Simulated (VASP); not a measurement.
# PbO (P1) in VASP: a series of runs

The runs below take PbO through single point, with PBE+D3(BJ).

Program: VASP 6.6.1. These are calculated values, not measurements. Logs are shortened: lines on timing, memory, paths and dates and some standing lists are left out, and cuts for length are marked.

### Step 1. The cell of the first run

The typed cell holds 16 atoms: a = 8.006 Å, b = 8.006 Å, c = 8.127 Å, α = 117.57°, β = 117.57°, γ = 93.46°.

### Step 2. Single point, PBE+D3(BJ)

The input, INCAR:

```
PREC = Accurate ; ENCUT = 520
EDIFF = 1E-7 ; ISMEAR = -1
SIGMA = 0.0689 ; LREAL = Auto
LASPH = True ; NELM = 60
ALGO = Normal ; ISIF = 2
LWAVE = False ; LCHARG = True
GGA = PE ; IVDW = 12
LELF = True ; LVHAR = True
NBANDS = 94
```

The input, KPOINTS:

```
Automatic mesh
0
Gamma
  2 2 2
  0.5 0.5 0.5
```

The input, POSCAR:

```
PbO
1.0
   -5.8291407203      0.0000000000      5.4878050257
    5.8291407203      0.0000000000      5.4878050257
    0.0000000000      5.9945590302     -5.4878050257
Pb O
8 8
Direct
    0.2766989541      0.7511464126      0.2710329470
    0.7771568328      0.2539478135      0.2793519910
    0.2539535623      0.2275987344      0.7265850546
    0.7563093109      0.7320789815      0.7297687750
    0.2280818658      0.7450256393      0.7219750407
    0.7238695770      0.2451250872      0.7224910086
    0.2487376575      0.2738730946      0.2720236788
    0.7553697376      0.7773983703      0.2816622526
    0.5617118143      0.6922135531      0.3782191465
    0.0579363245      0.1568798957      0.3569078208
    0.4324272471      0.0381106385      0.6084230686
    0.9250924596      0.5608770285      0.6132466094
    0.1884751911      0.5791296820      0.3867362033
    0.6877553185      0.0529277895      0.3721421357
    0.0398246243      0.9220817607      0.6053909857
    0.5327978370      0.4399165658      0.6346254964
```

Potentials or basis: VASP PAW PBE potentials, release 64 (Pb_d, O).

Command:

```sh
cat potpaw_PBE.64/Pb_d/POTCAR potpaw_PBE.64/O/POTCAR > POTCAR
mpirun -np 1 vasp_std > vasp.out
```

OUTCAR:

```text
PREC = Accurate
   ENCUT = 520
   EDIFF = 1E-7
   ISMEAR = -1
   LREAL = Auto
   LASPH = True
   NELM = 60
   ISIF = 2
   GGA = PE
   IVDW = 12
 IVDW          = 12

 ion  position               nearest neighbor table
   1  0.277  0.751  0.271-   9 2.20  13 2.23  11 2.24   8 3.78   7 3.82   6 3.82   5 3.88   3 3.99
                             4 4.00
   2  0.777  0.254  0.279-  14 2.27  12 2.30  10 2.33   7 3.80   8 3.82   5 3.82   6 3.85   4 3.97
                             3 3.97
   3  0.254  0.228  0.727-  11 2.33  15 2.36  10 2.40   6 3.77   5 3.84   8 3.85   7 3.86   2 3.97
                             1 3.99
   4  0.756  0.732  0.730-  12 2.19   9 2.38  16 2.41   5 3.80   8 3.82   6 3.86   7 3.92   2 3.97
                             1 4.00
   5  0.228  0.745  0.722-  13 2.26  12 2.28  15 2.31   4 3.80   2 3.82   3 3.84   1 3.88   7 3.94
                             8 3.95
   6  0.724  0.245  0.722-  11 2.27  16 2.36  14 2.38   3 3.77   1 3.82   2 3.85   4 3.86   8 3.93
                             7 3.99
   7  0.249  0.274  0.272-  10 2.26  16 2.33  13 2.35   2 3.80   1 3.82   3 3.86   4 3.92   5 3.94
                             6 3.99
   8  0.755  0.777  0.282-  14 2.17  15 2.18   9 2.23   1 3.78   2 3.82   4 3.82   3 3.85   6 3.93
                             5 3.95
   9  0.562  0.692  0.378-   1 2.20   8 2.23   4 2.38
  10  0.058  0.157  0.357-   7 2.26   2 2.33   3 2.40
  11  0.432  0.038  0.608-   1 2.24   6 2.27   3 2.33
  12  0.925  0.561  0.613-   4 2.19   5 2.28   2 2.30
  13  0.188  0.579  0.387-   1 2.23   5 2.26   7 2.35
  14  0.688  0.053  0.372-   8 2.17   2 2.27   6 2.38
  15  0.040  0.922  0.605-   8 2.18   5 2.31   3 2.36
  16  0.533  0.440  0.635-   7 2.33   6 2.36   4 2.41

  LATTYP: Found a face centered orthorhombic cell.
 ALAT       =    10.9756100514
 B/A-ratio  =     1.0621989471
 C/A-ratio  =     1.0923418383

  Lattice vectors:

 A1 = (   5.8291407203,   5.9945590302,   0.0000000000)
 A2 = (   0.0000000000,   5.9945590302,   5.4878050257)
 A3 = (   5.8291407203,   0.0000000000,   5.4878050257)

Analysis of symmetry for initial positions (statically):
=====================================================================
 Subroutine PRICEL returns:
 Original cell was already a primitive cell.

 Routine SETGRP: Setting up the symmetry group for a
 face centered orthorhombic supercell.

 Subroutine GETGRP returns: Found  1 space group operations
 (whereof  1 operations were pure point group operations)
 out of a pool of  8 trial point group operations.

The static configuration has the point symmetry C_1 .

Analysis of symmetry for dynamics (positions and initial velocities):
=====================================================================
 Subroutine PRICEL returns:
 Original cell was already a primitive cell.

 Routine SETGRP: Setting up the symmetry group for a
 face centered orthorhombic supercell.

 Subroutine GETGRP returns: Found  1 space group operations
 (whereof  1 operations were pure point group operations)
 out of a pool of  8 trial point group operations.

The dynamic configuration has the point symmetry C_1 .

 Subroutine INISYM returns: Found  1 space group operations
 (whereof  1 operations are pure point group operations),
 and found     1 'primitive' translations

----------------------------------------------------------------------------------------

                                     Primitive cell

  volume of cell :     383.5221

  direct lattice vectors                    reciprocal lattice vectors
    -5.829140720  0.000000000  5.487805026    -0.085775936  0.083408971  0.091111109
     5.829140720  0.000000000  5.487805026     0.085775936  0.083408971  0.091111109
     0.000000000  5.994559030 -5.487805026     0.000000000  0.166817942  0.000000000

  length of vectors
     8.005928150  8.005928150  8.127160757     0.150385510  0.150385510  0.166817942

  position of ions in fractional coordinates (direct lattice)
     0.276698954  0.751146413  0.271032947
     0.777156833  0.253947813  0.279351991
     0.253953562  0.227598734  0.726585055
     0.756309311  0.732078982  0.729768775
     0.228081866  0.745025639  0.721975041
     0.723869577  0.245125087  0.722491009
[... 8 lines left out ...]
     0.039824624  0.922081761  0.605390986
     0.532797837  0.439916566  0.634625496

  ion indices of the primitive-cell ions
   primitive index   ion index
                 1           1
                 2           2
                 3           3
                 4           4
                 5           5
                 6           6
[... 8 lines left out ...]
                15          15
                16          16

----------------------------------------------------------------------------------------

 KPOINTS: Automatic mesh

Automatic generation of k-mesh.
 Grid dimensions read from file:
 generate k-points for:    2    2    2

 Generating k-lattice:

  Cartesian coordinates                     Fractional coordinates (reciprocal lattice)
    -0.042887968  0.041704485  0.045555554     0.500000000  0.000000000  0.000000000
     0.042887968  0.041704485  0.045555554     0.000000000  0.500000000  0.000000000
     0.000000000  0.083408971  0.000000000     0.000000000  0.000000000  0.500000000

  Length of vectors
     0.075192755  0.075192755  0.083408971

  Shift w.r.t. Gamma in fractional coordinates (k-lattice)
     0.500000000  0.500000000  0.500000000

 Subroutine IBZKPT returns following result:
 ===========================================

 Found      4 irreducible k-points:

 Following reciprocal coordinates:
            Coordinates               Weight
  0.250000  0.250000  0.250000      2.000000
 -0.250000  0.250000  0.250000      2.000000
 -0.250000  0.250000 -0.250000      2.000000
 -0.250000 -0.250000  0.250000      2.000000
   k-points           NKPTS =      4   k-points in BZ     NKDIM =      4   number of bands    NBANDS=     94
   number of dos      NEDOS =    301   number of ions     NIONS =     16
   total plane-waves  NPLWV = 216000
   dimension x,y,z NGX =    60 NGY =   60 NGZ =   60
   dimension x,y,z NGXF=   120 NGYF=  120 NGZF=  120
   ions per type =               8   8
   NGX,Y,Z   is equivalent  to a cutoff of  12.46, 12.46, 12.27 a.u.
   NGXF,Y,Z  is equivalent  to a cutoff of  24.92, 24.92, 24.55 a.u.
 SYSTEM =  unknown system
   PREC   = accura    normal or accurate (medium, high low for compatibility)
   ISTART =      0    job   : 0-new  1-cont  2-samecut
   ICHARG =      2    charge: 1-file 2-atom 10-const
   ISPIN  =      1    spin polarized calculation?
   LNONCOLLINEAR =      F non collinear calculations
   LSORBIT =      F    spin-orbit coupling
   LASPH  =      T    aspherical Exc in radial PAW
   ENCUT  =  520.0 eV  38.22 Ry    6.18 a.u.  14.89 14.89 15.11*2*pi/ulx,y,z
   NELM   =     60;   NELMIN=  2; NELMDL= -5     # of ELM steps
   EDIFF  = 0.1E-06   stopping-criterion for ELM
   LREAL  =      T    real-space projection
   EDIFFG = 0.1E-05   stopping-criterion for IOM
   NSW    =      0    number of steps for IOM
   IBRION =     -1    ionic relax: 0-MD 1-quasi-New 2-CG
   NFREE  =      0    steps in history (QN), initial steepest desc. (CG)
   ISIF   =      2    stress and relaxation
   ISYM   =      2    0-nonsym 1-usesym 2-fastsym
   POTIM  = 0.5000    time-step for ionic-motion
   TEBEG  =    0.0;   TEEND  =   0.0 temperature during run
   PSTRESS=    0.0 pullay stress
   NELECT =     160.0000    total number of electrons
   NUPDOWN=      -1.0000    fix difference up-down
   EMIN   =  10.00;   EMAX   =-10.00  energy-range for DOS
   EFERMI =   0.00;   METHOD = LEGACY
   ISMEAR =    -1;   SIGMA  =   0.07  broadening in eV -4-tet -1-fermi 0-gaus
   EFERMI_NEDOS =   21; number of points for ismear=-14 and -15
   IALGO  =     38    algorithm
   IMIX   =      4    mixing-type and parameters
     AMIX     =   0.40;   BMIX     =  1.00
     AMIX_MAG =   1.60;   BMIX_MAG =  1.00
  volume/ion in A,a.u.               =      23.97       161.76
  Fermi-wavevector in a.u.,A,eV,Ry     =   1.223258  2.311622 20.359210  1.496360
  Thomas-Fermi vector in A             =   2.358375
   LORBIT       =      0    0 simple, 1 ext, 2 COOP (PROOUT), +10 PAW based schemes
   GGA     = PE    functional components
   LHFCALC =     F    Hartree Fock is set to
   AEXX    =    0.0000 exact exchange contribution
   IVDW    =    12    specifies the selected vdW correction
   LEPSILON=     F    determine dielectric tensor
   LRPA    =     F    only Hartree local field effects (RPA)
 non-spin polarized calculation
  energy-cutoff  :      520.00
  volume of cell :      383.52
 maximum number of plane-waves:     10342
   NGX = 29   NGY = 29   NGZ = 31

 number of electron     160.0000000 magnetization

 Free energy of the ion-electron system (eV)
  ---------------------------------------------------
  ext. energy  EPLUGINS =         0.00000000
  ---------------------------------------------------
  free energy    TOTEN  =       -85.13275235 eV

  energy without entropy =      -85.13275227  energy(sigma->0) =      -85.13275231

 E-fermi :   4.0296     XC(G=0):  -8.8823

 val. band max:        2.8244844897   @ k =  -0.2500  -0.2500   0.2500
 cond. band min:       5.1920255204   @ k =  -0.2500  -0.2500   0.2500
 fundamental gap:      2.3675410308
 Fermi energy:         4.0295752988

 k-point     1 :       0.2500    0.2500    0.2500
  band No.  band energies     occupation
      1     -14.5600      2.00000
      2     -14.3895      2.00000
      3     -14.3438      2.00000
      4     -14.2593      2.00000
      5     -14.2286      2.00000
      6     -14.1808      2.00000
[... 84 lines left out ...]
     91       7.6723      0.00000
     92       7.9805      0.00000

 k-point     2 :      -0.2500    0.2500    0.2500
  band No.  band energies     occupation
      1     -14.5606      2.00000
      2     -14.3885      2.00000
      3     -14.3437      2.00000
      4     -14.2656      2.00000
      5     -14.2234      2.00000
      6     -14.1817      2.00000
[... 84 lines left out ...]
     91       8.0139      0.00000
     92       8.1166      0.00000

 k-point     3 :      -0.2500    0.2500   -0.2500
  band No.  band energies     occupation
      1     -14.5618      2.00000
      2     -14.3895      2.00000
      3     -14.3449      2.00000
      4     -14.2660      2.00000
      5     -14.2229      2.00000
      6     -14.1804      2.00000
[... 84 lines left out ...]
     91       8.0292      0.00000
     92       8.2115      0.00000

 k-point     4 :      -0.2500   -0.2500    0.2500
  band No.  band energies     occupation
      1     -14.5613      2.00000
      2     -14.3905      2.00000
      3     -14.3452      2.00000
      4     -14.2598      2.00000
      5     -14.2307      2.00000
      6     -14.1810      2.00000
[... 84 lines left out ...]
     91       8.2277      0.00000
     92       8.2994      0.00000
 [bands above 92 left out]

------------------------ aborting loop because EDIFF is reached ----------------------------------------

 Edisp (eV)   -3.20992

 E8    (eV) :    -1.4822

  FORCE on cell =-STRESS in cart. coord.  units (eV):
  Direction    XX          YY          ZZ          XY          YZ          ZX
  --------------------------------------------------------------------------------------
  -------------------------------------------------------------------------------------
  Total      -6.76669    -7.99780    -7.48539     0.41525     0.23122    -0.55745
  in kB     -28.26808   -33.41110   -31.27050     1.73472     0.96594    -2.32876
  external pressure =      -30.98 kB  Pullay stress =        0.00 kB

 VOLUME and BASIS-vectors are now :
 -----------------------------------------------------------------------------
  energy-cutoff  :      520.00
  volume of cell :      383.52
      direct lattice vectors                 reciprocal lattice vectors
    -5.829140720  0.000000000  5.487805026    -0.085775936  0.083408971  0.091111109
     5.829140720  0.000000000  5.487805026     0.085775936  0.083408971  0.091111109
     0.000000000  5.994559030 -5.487805026     0.000000000  0.166817942  0.000000000

 POSITION                                       TOTAL-FORCE (eV/Angst)
 -----------------------------------------------------------------------------------
      2.76562      1.62472      4.15324         0.180064      0.014158     -0.026964
     -3.04986      1.67459      4.12547        -0.410571      0.139217     -0.086761
     -0.15363      4.35556     -1.34469        -0.512246     -1.276442     -0.225028
     -0.14124      4.37464      4.16316         0.475774     -0.654560     -0.495091
      3.01334      4.32792      1.37817         0.498568     -0.456841      0.229496
     -2.79067      4.33101      1.35276         0.470412     -0.749102     -0.046697
[... 8 lines left out ...]
      5.14280      3.62905      1.95649        -0.218225      1.127993      0.657072
     -0.54142      3.80430      1.85537        -0.508112     -0.275072      0.394465
 -----------------------------------------------------------------------------------
    total drift:                               -0.003241      0.020033      0.012094

  FREE ENERGIE OF THE ION-ELECTRON SYSTEM (eV)
  ---------------------------------------------------
  free  energy   TOTEN  =       -88.3426707079 eV

  energy  without entropy=      -88.3426706265  energy(sigma->0) =      -88.34267067
```

Wall time 9.6 min (1 thread of Intel Xeon 8259CL, shared host); peak memory 0.53 GiB.

Results:

* Free energy: -88.3427 eV
* Pressure: -3.1 GPa
* Largest force: 1.489 eV/Å
* Band gap on the k mesh: 2.37 eV
* Dispersion energy per atom: -0.201 eV

Forces on the atoms (eV/Å):
```
Pb   0.180  0.014 -0.027
Pb  -0.411  0.139 -0.087
Pb  -0.512 -1.276 -0.225
Pb   0.476 -0.655 -0.495
Pb   0.499 -0.457  0.229
Pb   0.470 -0.749 -0.047
Pb   0.295  0.891  0.192
Pb  -0.568 -0.816 -0.044
O   -0.512  0.606 -0.383
O    0.425  0.554  0.095
O    0.444  0.574  0.166
O   -0.801 -0.260 -0.185
O   -0.505 -0.144 -0.606
O    1.248  0.726  0.366
O   -0.218  1.128  0.657
O   -0.508 -0.275  0.394
```

Caveat: the cell stands under tension; the atoms stand as in a frame of molecular dynamics; spin-orbit coupling is left out, which moves the levels of the heavy elements; a shifted mesh leaves out Γ, where band edges can lie; forces of over 1 eV/Å act on the atoms, so gaps and moduli don't describe the material at rest. A k mesh can miss the band edges.

### Step 3. Single point, PBE+D3(BJ)

The input, INCAR:

```
SYSTEM = PbO
PREC = Accurate ; ENCUT = 520
EDIFF = 1E-6 ; ISMEAR = -1
SIGMA = 0.0689 ; LREAL = Auto
LASPH = .TRUE. ; NELM = 100
ALGO = Normal ; ISIF = 2
LWAVE = .FALSE. ; LCHARG = .FALSE.
GGA = PE ; IVDW = 12
NBANDS = 94
```

KPOINTS is that of step 2.

The input, POSCAR:

```
PbO
1.0
   -5.8291407203      0.0000000000      5.4878050257
    5.8291407203      0.0000000000      5.4878050257
    0.0000000000      5.9945590302     -5.4878050257
Pb O
8 8
Direct
    0.2778944410      0.7519603681      0.2627874698
    0.7761709990      0.2582920963      0.2807954666
    0.2576696448      0.2282088704      0.7276103176
    0.7625187902      0.7375787507      0.7373087791
    0.2308690488      0.7397423360      0.7201442138
    0.7257420308      0.2401605127      0.7222304390
    0.2411517831      0.2700634200      0.2655443031
    0.7568512678      0.7748232134      0.2820127371
    0.5579970672      0.6961263453      0.3831331026
    0.0593893543      0.1411804832      0.3458479580
    0.4369885269      0.0318672383      0.6100276904
    0.9102605869      0.5583902001      0.5971967216
    0.1925558795      0.5746386095      0.3846584859
    0.6912110981      0.0602328499      0.3763426115
    0.0491745670      0.9344985363      0.6236236863
    0.5162566839      0.4380429262      0.6460546940
```

Potentials or basis: VASP PAW PBE potentials, release 64 (Pb_d, O).

Command:

```sh
cat potpaw_PBE.64/Pb_d/POTCAR potpaw_PBE.64/O/POTCAR > POTCAR
mpirun -np 1 vasp_std > vasp.out
```

Wall time 9.2 min (1 thread of Intel Xeon 8259CL, shared host); peak memory 0.51 GiB.

Results (log left out):

- Free energy: -87.9401 eV
- Pressure: -3.7 GPa
- Largest force: 1.422 eV/Å
- Band gap on the k mesh: 2.34 eV (least direct gap 2.35 eV)
- Dispersion energy per atom: -0.202 eV

Forces in eV/Å, atoms in the order of the input:
```
Pb   0.271  0.448 -0.479
Pb  -0.792 -0.360 -0.182
Pb  -0.572 -1.302  0.028
Pb   0.759 -0.648 -0.799
Pb   0.598 -0.626  0.302
Pb   0.801 -0.667 -0.137
Pb  -0.034  1.147  0.370
Pb  -0.237  0.098  0.096
O   -0.882  0.463  0.186
O    0.849  0.589 -0.185
O    0.466  0.448  0.056
O   -0.968  0.121  0.158
O    0.016 -0.165 -0.414
O    0.732  0.460  0.080
O   -0.250  0.354  0.238
O   -0.757 -0.358  0.682
```

Stress tensor (GPa, compression positive):
```
-3.41  0.54 -0.32
 0.54 -4.02  0.28
-0.32  0.28 -3.62
```

Levels at points of the mesh, in eV from the valence-band top:
```
           k point  band 77  band 78  band 79  band 80  band 81  band 82  band 83  band 84
(0.25, 0.25, 0.25)    -0.43    -0.28    -0.17    -0.01     2.96     3.13     3.29     3.41
```

Caveat: the cell stands under tension; the atoms stand as in a frame of molecular dynamics; spin-orbit coupling is left out, which moves the levels of the heavy elements; a shifted mesh leaves out Γ, where band edges can lie; forces of over 1 eV/Å act on the atoms, so gaps and moduli don't describe the material at rest. A k mesh can miss the band edges.

(Continued in part 2 of 2.)
